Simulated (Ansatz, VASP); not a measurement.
**Na2Hg in VASP and in Ansatz**

```
Na Hg
1.0
     4.72427    0.00000    0.00000
    -2.36214    4.09134    0.00000
     0.00000    0.00000    5.75674
Na Hg
4 2
Direct
  0.33333 0.66667 0.25000
  0.66667 0.33333 0.75000
  0.00000 0.00000 0.00000
  0.00000 0.00000 0.50000
  0.33333 0.66667 0.75000
  0.66667 0.33333 0.25000
```

Change from the starting cell: species swapped into the InCu2 type (P6_3/mmc, No. 194).

Alike in both runs: task single point; functional PBE; k mesh 6 × 6 × 4; occupations gaussian, width 0.1 eV; no spin polarisation.

```csv
,VASP,Ansatz
version,VASP 6.6.1,Ansatz 0.2.0
potentials or method,"VASP PAW PBE potentials, release 64 (Na_pv, Hg), cutoff 520 eV","scalar-relativistic, plane waves, PAW"
valence electrons in the cell,52,76
```

```tsv
	VASP	Ansatz	Ansatz less VASP
gap on the k mesh at the Fermi level (eV)	none	none	-
pressure (GPa)	17.0	16.9	-0.06
traceless stress, the component that is largest in VASP (GPa)	-1.01	-1.01	+0.008
```

A gap of «none» marks a metal or a gap that the smearing closes. VASP's potentials hold 52 valence electrons a cell and Ansatz's 76, so a difference there can come from the potentials and not from the codes.

Spin-orbit coupling is off throughout.
